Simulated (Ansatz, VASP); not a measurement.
**YbN: VASP beside Ansatz**

The input INCAR:

```
PREC = Accurate
ENCUT = 910
EDIFF = 1E-6
ISMEAR = 0
SIGMA = 0.05
LREAL = False
LASPH = True
NELM = 200
ALGO = Normal
ISIF = 2
LWAVE = False
LCHARG = False
ISPIN = 2
MAGMOM = 1 0
LORBIT = 11
LMAXMIX = 6
LDAU = True
LDAUTYPE = 2
LDAUL = 3 -1
LDAUU = 6 0
LDAUJ = 0 0
LDAUPRINT = 1
GGA = PE
NBANDS = 26
GGA_COMPAT = False
```

KPOINTS

```
regular mesh
0
Gamma
  6 6 6
```

POSCAR

```
YbN
1.0
    0.0000000000      2.6528496000      2.6528496000
    2.6528496000      0.0000000000      2.6528496000
    2.6528496000      2.6528496000      0.0000000000
Yb N
1 1
Direct
    0.0000000000      0.0000000000      0.0000000000
    0.2500000000      0.2500000000      0.2500000000
```

Input for Ansatz:

```yaml
crystal:
  lattice:
    - [0.0, 2.6528496, 2.6528496]
    - [2.6528496, 0.0, 2.6528496]
    - [2.6528496, 2.6528496, 0.0]
  atoms:
    - { symbol: Yb, position: [0.0, 0.0, 0.0], spin: 1.0 }
    - { symbol: "N", position: [0.25, 0.25, 0.25] }
basis:
  ecutwfc: 420
  ecutrho_ratio: 4
kpoints:
  mp_grid: { grid: [6, 6, 6] }
hamiltonian:
  xc: pbe
  hubbard: { sites: [{ site: 0, l: f, u_eff: 6.0 }] }
scf:
  occupations: { method: gaussian, width: 0.05 }
  lower_state_search: "off"
  max_iter: 150
output:
  forces: true
  stress: true
  eigenvalues: true
  populations: true
  hubbard: { sites: [{ site: 0, l: f }] }
magnetization:
  spin_polarized: true
```

Alike in both runs: task single point; functional PBE; k mesh 6 × 6 × 6; occupations gaussian, width 0.05 eV; collinear spin; Hubbard terms Yb f U = 6.0 eV.

```csv
,VASP,Ansatz
version,VASP 6.6.1,Ansatz 0.2.0
potentials or method,"VASP PAW PBE potentials, release 64 (Yb, N_h), cutoff 910 eV","scalar-relativistic, plane waves, PAW"
valence electrons in the cell,29,29
```

VASP gave:

```
gap on the k mesh at the Fermi level (eV)                     : none
net moment per atom (μB)                                      : 0.50
size of the moment on the site where the two differ most (μB) : 0.23
```

Question: Estimate Ansatz's values.

Answer: gap on the k mesh at the Fermi level (eV): none; net moment per atom (μB): 0.50; size of the moment on the site where the two differ most (μB): 0.53.

Site moments also hang on the region over which each program counts them. The programs project onto different local orbitals, so the same U acts differently, and such runs can settle in different states. A gap of «none» marks a metal or a gap that the smearing closes. Ansatz's warnings: filled band counts differ across k points.

Neither program's run includes spin-orbit coupling. Noted on VASP's run: the cutoff is under 1.25 times that of the potentials, so the pressure is a little rough.
